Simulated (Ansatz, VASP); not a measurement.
# Two plane-wave programs on Co

```
Co
1.0
     0.00000    1.75287    1.75287
     1.75287    0.00000    1.75287
     1.75287    1.75287    0.00000
Co
1
Direct
  0.00000 0.00000 0.00000
```

Alike in both runs: task single point; functional RPBE; k mesh 17 × 17 × 17; occupations fermi-dirac, width 0.05 eV; collinear spin.

|  | VASP | Ansatz |
| --- | --- | --- |
| version | VASP 6.6.1 | Ansatz 0.2.0 |
| potentials or method | VASP PAW PBE potentials, release 64 (Co), cutoff 520 eV | plane waves (420 eV) with PAW, scalar-relativistic |
| valence electrons in the cell | 9 | 17 |

VASP gave:

```
pressure (GPa)                                                : 8.4
net moment per atom (μB)                                      : 1.66
size of the moment on the site where the two differ most (μB) : 1.68
```

Q: Which values does Ansatz return?

A: Pressure (GPa): 9.1; net moment per atom (μB): 1.67; size of the moment on the site where the two differ most (μB): 1.74.

VASP's potentials were made for PBE, not for RPBE. Site moments also hang on the region over which each program counts them. The functional is the same, so the differences come from potentials, cutoffs and numerics. VASP's potentials hold 9 valence electrons a cell and Ansatz's 17, so a difference there can come from the potentials and not from the codes.
